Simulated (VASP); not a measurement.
# Al (P6_3/mmc) in VASP: further runs, part 2 of 2

VASP 6.6.1. Earlier steps stand in the parts before.

## (4) Single point, PBE (volume scaled by 0.75)

The input, INCAR:

```
SYSTEM = Al
  PREC = Accurate
  ENCUT = 520
  EDIFF = 1E-6
  ISMEAR = -1
  SIGMA = 0.08
  LREAL = .False.
  LASPH = .True.
  NELM = 80
  ALGO = Normal
  ISIF = 2
  LWAVE = .False.
  LCHARG = .False.
  GGA = PE
  NBANDS = 14
```

The input, KPOINTS:

```
Automatic mesh
0
Gamma
  14 14 4
  0 0 0
```

The input, POSCAR:

```
Al
1.0
    2.5920459477      0.0000000000      0.0000000000
   -1.2960229738      2.2447776385      0.0000000000
    0.0000000000      0.0000000000      8.5328476391
Al
4
Direct
    0.0000000000      0.0000000000      0.0000000000
    0.0000000000      0.0000000000      0.5000000000
    0.3333333333      0.6666666667      0.2500000000
    0.6666666667      0.3333333333      0.7500000000
```

Potentials or basis: VASP PAW PBE potentials, release 64 (Al).

Launch:

```sh
cat potpaw_PBE.64/Al/POTCAR > POTCAR
mpirun -np 1 vasp_std > vasp.out
```

OUTCAR:

```text
SYSTEM = Al
   PREC = Accurate
   ENCUT = 520
   EDIFF = 1E-6
   ISMEAR = -1
   LREAL = .False.
   LASPH = .True.
   NELM = 80
   ISIF = 2
   GGA = PE

 ion  position               nearest neighbor table
   1  0.000  0.000  0.000-   3 2.61   4 2.61   3 2.61   4 2.61   4 2.61   3 2.61
   2  0.000  0.000  0.500-   3 2.61   4 2.61   3 2.61   4 2.61   4 2.61   3 2.61
   3  0.333  0.667  0.250-   1 2.61   2 2.61   1 2.61   2 2.61   1 2.61   2 2.61
   4  0.667  0.333  0.750-   1 2.61   2 2.61   1 2.61   2 2.61   1 2.61   2 2.61

  LATTYP: Found a hexagonal cell.
 ALAT       =     2.5920459477
 C/A-ratio  =     3.2919353327

  Lattice vectors:

 A1 = (   2.5920459477,   0.0000000000,   0.0000000000)
 A2 = (  -1.2960229738,   2.2447776385,   0.0000000000)
 A3 = (   0.0000000000,   0.0000000000,   8.5328476391)

Analysis of symmetry for initial positions (statically):
=====================================================================
 Subroutine PRICEL returns:
 Original cell was already a primitive cell.

 Routine SETGRP: Setting up the symmetry group for a
 hexagonal supercell.

 Subroutine GETGRP returns: Found 24 space group operations
 (whereof 12 operations were pure point group operations)
[... 183 lines left out ...]
      5       6.3960      2.00000
      6      15.1769      0.00000
      7      15.1959      0.00000
      8      24.1160      0.00000
      9      24.1160      0.00000
     10      24.3663      0.00000
     11      24.3663      0.00000
     12      25.0110      0.00000
     13      25.0148      0.00000
     14      25.1420      0.00000
[... 377 lines left out ...]
      1       6.7132      2.00000
      2       6.7985      2.00000
      3       8.0711      2.00000
      4       8.1003      2.00000
      5       8.5166      2.00000
      6       8.9373      2.00000
      7       9.3913      2.00000
      8      10.7434      1.99776
      9      11.4041      0.37527
     10      13.6288      0.00000
     11      14.0075      0.00000
     12      15.5901      0.00000
     13      15.7789      0.00000
     14      16.1761      0.00000

 [... further k-points ...]
[... 5 lines left out ...]
  --------------------------------------------------------------------------------------
  -------------------------------------------------------------------------------------
  Total       12.9145367     12.9145367     12.8765205      0.0000000      0.0000000     -0.0000000
  in kB      416.7536366    416.7536366    415.5268509      0.0000000      0.0000000     -0.0000000
  external PRESSURE =     416.3447080 kB  Pullay stress =       0.0000000 kB

 VOLUME and BASIS-vectors are now :
 -----------------------------------------------------------------------------
  energy-cutoff  :      520.00
  volume of cell :       49.65
      direct lattice vectors                 reciprocal lattice vectors
     2.592045948  0.000000000  0.000000000     0.385795630  0.222739211  0.000000000
    -1.296022974  2.244777639  0.000000000     0.000000000  0.445478422  0.000000000
     0.000000000  0.000000000  8.532847639     0.000000000  0.000000000  0.117194170

 POSITION                                       TOTAL-FORCE (eV/Angst)
 -----------------------------------------------------------------------------------
      0.00000      0.00000      0.00000        -0.000000      0.000000      0.000000
      0.00000      0.00000      4.26642        -0.000000      0.000000      0.000000
     -0.00000      1.49652      2.13321        -0.000000     -0.000000      0.000000
      1.29602      0.74826      6.39964         0.000000      0.000000      0.000000
 -----------------------------------------------------------------------------------
    total drift:                               -0.000000      0.000000     -0.000000

  FREE ENERGIE OF THE ION-ELECTRON SYSTEM (eV)
  ---------------------------------------------------
  free  energy   TOTEN  =       -13.2795319107 eV

  energy  without entropy=      -13.2553656351  energy(sigma->0) =      -13.26744877
```

OSZICAR:

```text
N       E                     dE             d eps       ncg     rms          rms(c)
DAV:   1     0.122783232614E+02    0.12278E+02   -0.44494E+03  2016   0.682E+02
DAV:   2    -0.126249896772E+02   -0.24903E+02   -0.22877E+02  2664   0.101E+02
DAV:   3    -0.134190290962E+02   -0.79404E+00   -0.78463E+00  2676   0.146E+01
DAV:   4    -0.134236868311E+02   -0.46577E-02   -0.46573E-02  2404   0.139E+00
DAV:   5    -0.134237352763E+02   -0.48445E-04   -0.48445E-04  2656   0.147E-01    0.391E+00
DAV:   6    -0.133382927299E+02    0.85443E-01   -0.25131E-03  2262   0.300E-01    0.227E+00
DAV:   7    -0.132801294100E+02    0.58163E-01   -0.78922E-03  2172   0.484E-01    0.309E-01
DAV:   8    -0.132796705345E+02    0.45888E-03   -0.25532E-04  2734   0.933E-02    0.345E-01
DAV:   9    -0.132795317771E+02    0.13876E-03   -0.29792E-05  2312   0.356E-02    0.195E-02
DAV:  10    -0.132795319107E+02   -0.13358E-06   -0.80453E-07  1914   0.628E-03
   1 F= -.13279532E+02 E0= -.13267449E+02  d E =-.241663E-01
```

stdout:

```text
POSCAR found type information on POSCAR Al
 POSCAR found :  1 types and       4 ions
 scaLAPACK will be used
 LDA part: xc-table for (Slater+PW92), standard interpolation
 POSCAR, INCAR and KPOINTS ok, starting setup
 FFT: planning ... GRIDC
 FFT: planning ... GRID_SOFT
 FFT: planning ... GRID
 WAVECAR not read
 entering main loop
```

Run time: 20 s. Hardware: 1 thread of Intel Xeon 6975P-C (Granite Rapids), shared host; peak memory 0.17 GiB.

What came out:

```
Free energy            : -13.2795 eV
Pressure               : 41.6 GPa
Band gap on the k mesh : zero (band 6 reaches 15.59 eV, above the bottom of band 7 at 9.39 eV)
```

## (5) Single point, PBE (volume scaled by 0.75)

The input, INCAR:

```
ALGO     = Normal         # electronic algorithm
EDIFF    = 1E-7           # SCF threshold, eV
ENCUT    = 520            # plane-wave cutoff, eV
GGA      = PE             # functional
ISIF     = 2              # what is computed and relaxed
ISMEAR   = -1             # smearing method
LASPH    = True           # aspherical terms in the spheres
LCHARG   = False          # write CHGCAR
LREAL    = False          # projectors in reciprocal space
LWAVE    = False          # write WAVECAR
NBANDS   = 14             # bands
NELM     = 60             # most SCF steps
PREC     = Accurate       # precision mode
SIGMA    = 0.08           # smearing width, eV
```

The input, KPOINTS:

```
k-points
0
Gamma
  14 14 4
```

POSCAR is that of step 4.

Launch:

```sh
cat potpaw_PBE.64/Al/POTCAR > POTCAR
mpirun -np 1 vasp_std > vasp.out
```

It took 17 s on 1 thread of Intel Xeon 6975P-C (Granite Rapids), shared host; peak memory 0.17 GiB.

The run converged. Its results:

* Free energy: -13.2795 eV
* Pressure: 41.6 GPa
* Band gap on the k mesh: zero (band 6 reaches 15.59 eV, above the bottom of band 7 at 9.39 eV)

Stress tensor (GPa, compression positive):
```
41.67  0.00  0.00
 0.00 41.67  0.00
 0.00  0.00 41.55
```

Levels at points of the mesh, in eV from the Fermi level:
```csv
k point,band 2,band 3,band 4,band 5,band 6,band 7,band 8,band 9,band 10,band 11
"(0.00, 0.00, 0.00)",-11.21,-11.21,-5.81,-4.89,3.89,3.91,12.83,12.83,13.08,13.08
"(0.50, 0.00, 0.00)",-6.13,-4.79,-4.69,-3.68,-3.58,0.75,0.98,1.89,2.19,7.27
"(0.00, 0.00, 0.50)",-12.72,-8.76,-8.76,-1.09,-1.09,9.51,9.51,13.04,13.04,13.04
"(0.50, 0.00, 0.50)",-5.86,-5.54,-5.54,-2.14,-2.14,-1.38,-1.38,5.01,5.01,5.55
```

## (6) Summary

| cell | gap on the mesh (eV) | pressure (GPa) |
| --- | --- | --- |
| a = 2.111, b = 2.111, c = 6.864 Å, angles 90.0, 90.0, 120.0°, 4 atoms | none | 464.8 |
| a = 2.343, b = 2.343, c = 7.657 Å, angles 90.0, 90.0, 120.0°, 4 atoms | none | 163.0 |
| a = 2.592, b = 2.592, c = 8.533 Å, angles 90.0, 90.0, 120.0°, 4 atoms | none | 41.6 |

Alike in all rows: task single point; level PBE; potentials or basis VASP PAW PBE potentials, release 64 (Al); no spin polarisation; k mesh 14 × 14 × 4; cutoff (eV) 520; smearing fermi-dirac 0.08 eV.

Absolute energies hang on the potentials; compare differences alone.
